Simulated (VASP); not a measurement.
Set up this calculation in VASP 6.6.1, as the native input.

```yaml
Task: relaxation of cell and atoms
Functional: PBE
Potentials_or_basis: VASP PAW PBE potentials, release 64 (Be, Se, O)
Cutoff: 600 eV
k_mesh: 16 × 16 × 4
Occupations: gaussian, width 0.1 eV
Spin: no spin polarisation
Dipole_correction: no
Further_INCAR_settings: ALGO = Normal; EDIFF = 1e-07; IBRION = 2; EDIFFG = -0.01; NSW = 100; ISIF = 3
```

The structure of Be3SeO2 lies in POSCAR:

```
Be3SeO2
1.0
    2.4111591032      0.0000000000      0.0000000000
    0.0000000000      2.4111591032      0.0000000000
    0.0000000000      0.0000000000     17.1480075590
Be Se O
3 1 2
Direct
    0.0000000000      0.0000000000      0.7380227997
    0.0000000000      0.0000000000      0.2619772003
    0.0000000000      0.0000000000      0.5000000000
    0.5000000000      0.5000000000      0.0000000000
    0.5000000000      0.5000000000      0.2621981520
    0.5000000000      0.5000000000      0.7378018480
```

One way to write it, as run:

INCAR

```
SYSTEM = Be3SeO2
PREC = Accurate
ENCUT = 600
EDIFF = 1E-7
ISMEAR = 0
SIGMA = 0.1
LREAL = .FALSE.
LASPH = .TRUE.
NELM = 100
ALGO = Normal
ISIF = 3
LWAVE = .FALSE.
LCHARG = .FALSE.
GGA = PE
IBRION = 2
NSW = 100
EDIFFG = -0.01
```

KPOINTS

```
Automatic mesh
0
G
  16 16 4
  0 0 0
```

Potentials or basis: VASP PAW PBE potentials, release 64 (Be, Se, O).

Launch:

```sh
$ cat potpaw_PBE.64/Be/POTCAR potpaw_PBE.64/Se/POTCAR potpaw_PBE.64/O/POTCAR > POTCAR
$ mpirun -np 1 vasp_std > vasp.out
```

It gave:

```yaml
Relaxed_volume: 16.18 Å³/atom
Relaxed_cell: a = 2.412 Å, b = 2.412 Å, c = 16.678 Å, α = 90.00°, β = 90.00°, γ = 90.00°
Space_group_after_relaxing_to_0.05_Å: P4/mmm (No. 123)
Energy_gained_by_relaxing: 0.3 meV/atom
Ionic_steps: 8
Pressure_after_relaxing: 0.0 GPa
Largest_force_after_relaxing: 0.010 eV/Å
Band_gap_on_the_k_mesh: zero (band 12 reaches 3.55 eV, above the bottom of band 13 at 0.38 eV)
```

Caveat: this functional lacks dispersion, which binds the layers, so the pressure and a relaxed spacing across them are unreliable.

It took 32 min on 1 thread of Intel(R) Xeon(R) Platinum 8175M CPU @ 2.50GHz (Skylake/Cascade Lake), with other jobs on the host, peak memory 0.45 GiB.
